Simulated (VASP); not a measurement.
# Bi (P6_3/mmc) in VASP: single point with PBE

Aim: the single point of Bi with PBE.

Program: VASP 6.6.1. These are calculated values, not measurements. Logs are shortened: lines on timing, memory, paths and dates and some standing lists are left out, and cuts for length are marked.

## Step 1: The cell of the first run

It takes space group P6_3/mmc (No. 194, hexagonal). The conventional cell has a = 3.679 Å, b = 3.679 Å, c = 5.572 Å, α = 90.00°, β = 90.00°, γ = 120.00°. Within 4.6 Å of Bi (site symmetry -6m2) lie 12 Bi at 3.50 to 3.68 Å.

## Step 2: Single point, PBE

INCAR reads:

```
SYSTEM = Bi
PREC     = Accurate       ! precision mode
ENCUT    = 520            ! plane-wave cutoff, eV
EDIFF    = 1E-6           ! SCF threshold, eV
ISMEAR   = -1             ! smearing method
SIGMA    = 0.05           ! smearing width, eV
LREAL    = .False.        ! projectors in reciprocal space
LASPH    = .True.         ! aspherical terms in the spheres
NELM     = 60             ! most SCF steps
ALGO     = Normal         ! electronic algorithm
ISIF     = 2              ! what is computed and relaxed
LWAVE    = .False.        ! write WAVECAR
LCHARG   = .False.        ! write CHGCAR
GGA      = PE             ! functional
NBANDS   = 22             ! bands
```

KPOINTS reads:

```
Automatic mesh
0
Gamma
  13 13 7
  0 0 0
```

POSCAR reads:

```
Bi
1.0
    3.6790540172      0.0000000000      0.0000000000
   -1.8395270086      3.1861542408      0.0000000000
    0.0000000000      0.0000000000      5.5718434979
Bi
2
Direct
    0.3333333333      0.6666666667      0.2500000000
    0.6666666667      0.3333333333      0.7500000000
```

Potentials or basis: VASP PAW PBE potentials, release 64 (Bi_d).

Command:

```
> cat potpaw_PBE.64/Bi_d/POTCAR > POTCAR
> mpirun -np 1 vasp_std > vasp.out
```

OUTCAR:

```text
SYSTEM = Bi
   PREC = Accurate
   ENCUT = 520
   EDIFF = 1E-6
   ISMEAR = -1
   LREAL = .False.
   LASPH = .True.
   NELM = 60
   ISIF = 2
   GGA = PE

 ion  position               nearest neighbor table
   1  0.333  0.667  0.250-   2 3.50   2 3.50   2 3.50   2 3.50   2 3.50   2 3.50
   2  0.667  0.333  0.750-   1 3.50   1 3.50   1 3.50   1 3.50   1 3.50   1 3.50

  LATTYP: Found a hexagonal cell.
 ALAT       =     3.6790540172
 C/A-ratio  =     1.5144772194

  Lattice vectors:

 A1 = (   3.6790540172,   0.0000000000,   0.0000000000)
 A2 = (  -1.8395270086,   3.1861542408,   0.0000000000)
 A3 = (   0.0000000000,   0.0000000000,   5.5718434979)

Analysis of symmetry for initial positions (statically):
=====================================================================
 Subroutine PRICEL returns:
 Original cell was already a primitive cell.

 Routine SETGRP: Setting up the symmetry group for a
 hexagonal supercell.

 Subroutine GETGRP returns: Found 24 space group operations
 (whereof 12 operations were pure point group operations)
 out of a pool of 24 trial point group operations.

The static configuration has the point symmetry D_3d.
 The point group associated with its full space group is D_6h.

Analysis of symmetry for dynamics (positions and initial velocities):
=====================================================================
 Subroutine PRICEL returns:
 Original cell was already a primitive cell.

 Routine SETGRP: Setting up the symmetry group for a
 hexagonal supercell.

 Subroutine GETGRP returns: Found 24 space group operations
 (whereof 12 operations were pure point group operations)
 out of a pool of 24 trial point group operations.

The dynamic configuration has the point symmetry D_3d.
 The point group associated with its full space group is D_6h.

 Subroutine INISYM returns: Found 24 space group operations
 (whereof 12 operations are pure point group operations),
 and found     1 'primitive' translations

----------------------------------------------------------------------------------------

                                     Primitive cell

  volume of cell :      65.3133

  direct lattice vectors                    reciprocal lattice vectors
     3.679054017  0.000000000  0.000000000     0.271809002  0.156929000  0.000000000
    -1.839527009  3.186154241  0.000000000     0.000000000  0.313858001  0.000000000
     0.000000000  0.000000000  5.571843498     0.000000000  0.000000000  0.179473813

  length of vectors
     3.679054017  3.679054017  5.571843498     0.313858001  0.313858001  0.179473813

  position of ions in fractional coordinates (direct lattice)
     0.333333333  0.666666667  0.250000000
     0.666666667  0.333333333  0.750000000

  ion indices of the primitive-cell ions
   primitive index   ion index
                 1           1
                 2           2

----------------------------------------------------------------------------------------

 KPOINTS: Automatic mesh

Automatic generation of k-mesh.
 Grid dimensions read from file:
 generate k-points for:   13   13    7

 Generating k-lattice:

  Cartesian coordinates                     Fractional coordinates (reciprocal lattice)
     0.020908385  0.012071462  0.000000000     0.076923077  0.000000000  0.000000000
     0.000000000  0.024142923  0.000000000     0.000000000  0.076923077  0.000000000
     0.000000000  0.000000000  0.025639116     0.000000000  0.000000000  0.142857143

  Length of vectors
     0.024142923  0.024142923  0.025639116

  Shift w.r.t. Gamma in fractional coordinates (k-lattice)
     0.000000000  0.000000000  0.000000000

 Subroutine IBZKPT returns following result:
 ===========================================

 Found     84 irreducible k-points:

 Following reciprocal coordinates:
            Coordinates               Weight
  0.000000  0.000000  0.000000      1.000000
  0.076923 -0.000000  0.000000      6.000000
  0.153846  0.000000  0.000000      6.000000
  0.230769  0.000000  0.000000      6.000000
  0.307692  0.000000  0.000000      6.000000
  0.384615  0.000000  0.000000      6.000000
[... 16 lines left out ...]
  0.076923 -0.000000  0.142857     12.000000
  0.153846  0.000000  0.142857     12.000000
 [... further k-points ...]
   k-points           NKPTS =     84   k-points in BZ     NKDIM =     84   number of bands    NBANDS=     22
   number of dos      NEDOS =    301   number of ions     NIONS =      2
   total plane-waves  NPLWV =  32928
   dimension x,y,z NGX =    28 NGY =   28 NGZ =   42
   dimension x,y,z NGXF=    56 NGYF=   56 NGZF=   84
   ions per type =               2
   NGX,Y,Z   is equivalent  to a cutoff of  12.65, 12.65, 12.53 a.u.
   NGXF,Y,Z  is equivalent  to a cutoff of  25.30, 25.30, 25.06 a.u.
 SYSTEM =  Bi
   PREC   = accura    normal or accurate (medium, high low for compatibility)
   ISTART =      0    job   : 0-new  1-cont  2-samecut
   ICHARG =      2    charge: 1-file 2-atom 10-const
   ISPIN  =      1    spin polarized calculation?
   LNONCOLLINEAR =      F non collinear calculations
   LSORBIT =      F    spin-orbit coupling
   LASPH  =      T    aspherical Exc in radial PAW
   ENCUT  =  520.0 eV  38.22 Ry    6.18 a.u.   6.84  6.84 10.36*2*pi/ulx,y,z
   NELM   =     60;   NELMIN=  2; NELMDL= -5     # of ELM steps
   EDIFF  = 0.1E-05   stopping-criterion for ELM
   LREAL  =      F    real-space projection
   EDIFFG = 0.1E-04   stopping-criterion for IOM
   NSW    =      0    number of steps for IOM
   IBRION =     -1    ionic relax: 0-MD 1-quasi-New 2-CG
   NFREE  =      0    steps in history (QN), initial steepest desc. (CG)
   ISIF   =      2    stress and relaxation
   ISYM   =      2    0-nonsym 1-usesym 2-fastsym
   POTIM  = 0.5000    time-step for ionic-motion
   TEBEG  =    0.0;   TEEND  =   0.0 temperature during run
   PSTRESS=    0.0 pullay stress
   NELECT =      30.0000    total number of electrons
   NUPDOWN=      -1.0000    fix difference up-down
   EMIN   =  10.00;   EMAX   =-10.00  energy-range for DOS
   EFERMI =   0.00;   METHOD = LEGACY
   ISMEAR =    -1;   SIGMA  =   0.05  broadening in eV -4-tet -1-fermi 0-gaus
   EFERMI_NEDOS =   21; number of points for ismear=-14 and -15
   IALGO  =     38    algorithm
   IMIX   =      4    mixing-type and parameters
     AMIX     =   0.40;   BMIX     =  1.00
     AMIX_MAG =   1.60;   BMIX_MAG =  1.00
  volume/ion in A,a.u.               =      32.66       220.38
  Fermi-wavevector in a.u.,A,eV,Ry     =   1.263130  2.386969 21.708051  1.595497
  Thomas-Fermi vector in A             =   2.396502
   LORBIT       =      0    0 simple, 1 ext, 2 COOP (PROOUT), +10 PAW based schemes
   GGA     = PE    functional components
   LHFCALC =     F    Hartree Fock is set to
   AEXX    =    0.0000 exact exchange contribution
   IVDW    =     0    specifies the selected vdW correction
   LEPSILON=     F    determine dielectric tensor
   LRPA    =     F    only Hartree local field effects (RPA)
 non-spin polarized calculation
  energy-cutoff  :      520.00
  volume of cell :       65.31
 maximum number of plane-waves:      1774
 NGX is ok and might be reduce to    28
   NGX = 13   NGY = 13   NGZ = 21

 number of electron      30.0000001 magnetization

 Free energy of the ion-electron system (eV)
  ---------------------------------------------------
  ext. energy  EPLUGINS =         0.00000000
  ---------------------------------------------------
  free energy    TOTEN  =        -7.46738884 eV

  energy without entropy =       -7.45513254  energy(sigma->0) =       -7.46126069

 E-fermi :   7.3946     XC(G=0): -10.0636

 val. band max:        7.3887487665   @ k =   0.4615   0.0000   0.1429
 cond. band min:       7.4087970115   @ k =   0.1538   0.0000   0.0000
 fundamental gap:      0.0200482450
 Fermi energy:         7.3945906110

 k-point     1 :       0.0000    0.0000    0.0000
  band No.  band energies     occupation
      1     -15.6584      2.00000
      2     -15.6506      2.00000
      3     -15.6506      2.00000
      4     -15.6472      2.00000
      5     -15.6400      2.00000
      6     -15.6400      2.00000
[... 14 lines left out ...]
     21      17.1888      0.00000
     22      17.1891      0.00000

 k-point     2 :       0.0769   -0.0000    0.0000
  band No.  band energies     occupation
      1     -15.6596      2.00000
      2     -15.6528      2.00000
      3     -15.6521      2.00000
      4     -15.6515      2.00000
      5     -15.6353      2.00000
      6     -15.6328      2.00000
[... 14 lines left out ...]
     21      16.5694      0.00000
     22      17.2130      0.00000

 k-point     3 :       0.1538    0.0000    0.0000
  band No.  band energies     occupation
      1     -15.6691      2.00000
      2     -15.6587      2.00000
      3     -15.6564      2.00000
      4     -15.6490      2.00000
      5     -15.6251      2.00000
      6     -15.6224      2.00000
[... 14 lines left out ...]
     21      16.5008      0.00000
     22      16.8120      0.00000

 k-point     4 :       0.2308    0.0000    0.0000
  band No.  band energies     occupation
      1     -15.6818      2.00000
      2     -15.6665      2.00000
      3     -15.6628      2.00000
      4     -15.6422      2.00000
      5     -15.6205      2.00000
      6     -15.6042      2.00000
[... 14 lines left out ...]
     21      16.2339      0.00000
     22      17.3872      0.00000

 k-point     5 :       0.3077    0.0000    0.0000
  band No.  band energies     occupation
      1     -15.6938      2.00000
      2     -15.6743      2.00000
      3     -15.6701      2.00000
      4     -15.6366      2.00000
      5     -15.6150      2.00000
      6     -15.5848      2.00000
[... 417 lines left out ...]
 k-point    22 :       0.0000    0.0000    0.1429
  band No.  band energies     occupation
      1     -15.6596      2.00000
      2     -15.6596      2.00000
      3     -15.6575      2.00000
      4     -15.6475      2.00000
      5     -15.6350      2.00000
      6     -15.6350      2.00000
[... 14 lines left out ...]
     21      16.9653      0.00000
     22      16.9709      0.00000

 k-point    23 :       0.0769   -0.0000    0.1429
  band No.  band energies     occupation
      1     -15.6623      2.00000
      2     -15.6588      2.00000
      3     -15.6568      2.00000
      4     -15.6497      2.00000
      5     -15.6313      2.00000
      6     -15.6302      2.00000
[... 14 lines left out ...]
     21      16.7193      0.00000
     22      17.0029      0.00000

 k-point    24 :       0.1538    0.0000    0.1429
  band No.  band energies     occupation
      1     -15.6709      2.00000
      2     -15.6592      2.00000
      3     -15.6584      2.00000
      4     -15.6488      2.00000
      5     -15.6252      2.00000
      6     -15.6182      2.00000
[... 14 lines left out ...]
     21      15.9424      0.00000
     22      16.7182      0.00000

 [... further k-points ...]
[... 5 lines left out ...]
  --------------------------------------------------------------------------------------
  -------------------------------------------------------------------------------------
  Total       -0.8154005     -0.8154005     -0.2383733      0.0000000      0.0000000      0.0000000
  in kB      -20.0022893    -20.0022893     -5.8474476      0.0000000      0.0000000      0.0000000
  external PRESSURE =     -15.2840088 kB  Pullay stress =       0.0000000 kB

 VOLUME and BASIS-vectors are now :
 -----------------------------------------------------------------------------
  energy-cutoff  :      520.00
  volume of cell :       65.31
      direct lattice vectors                 reciprocal lattice vectors
     3.679054017  0.000000000  0.000000000     0.271809002  0.156929000  0.000000000
    -1.839527009  3.186154241  0.000000000     0.000000000  0.313858001  0.000000000
     0.000000000  0.000000000  5.571843498     0.000000000  0.000000000  0.179473813

 POSITION                                       TOTAL-FORCE (eV/Angst)
 -----------------------------------------------------------------------------------
     -0.00000      2.12410      1.39296         0.000000     -0.000000      0.000000
      1.83953      1.06205      4.17888        -0.000000      0.000000      0.000000
 -----------------------------------------------------------------------------------
    total drift:                                0.000000     -0.000000      0.000000

  FREE ENERGIE OF THE ION-ELECTRON SYSTEM (eV)
  ---------------------------------------------------
  free  energy   TOTEN  =        -7.4673888408 eV

  energy  without entropy=       -7.4551325374  energy(sigma->0) =       -7.46126069
```

Wall time 55 s (1 thread of AMD EPYC 9R45 (Zen 5), shared host); peak memory 0.2 GiB.

Results:

- Free energy: -7.4674 eV
- Pressure: -1.5 GPa
- Band gap on the k mesh: zero (band 15 reaches 10.46 eV, above the bottom of band 16 at 5.34 eV)

Stress tensor (GPa, compression positive):
```
-2.00  0.00  0.00
 0.00 -2.00  0.00
 0.00  0.00 -0.58
```

Levels at points of the mesh, in eV from the Fermi level:
```csv
k point,band 12,band 13,band 14,band 15,band 16,band 17,band 18,band 19
"(0.00, 0.00, 0.00)",-10.15,-4.87,2.43,2.43,4.16,4.16,5.51,5.97
```

Caveat: spin-orbit coupling is left out, which moves the levels of the heavy elements.
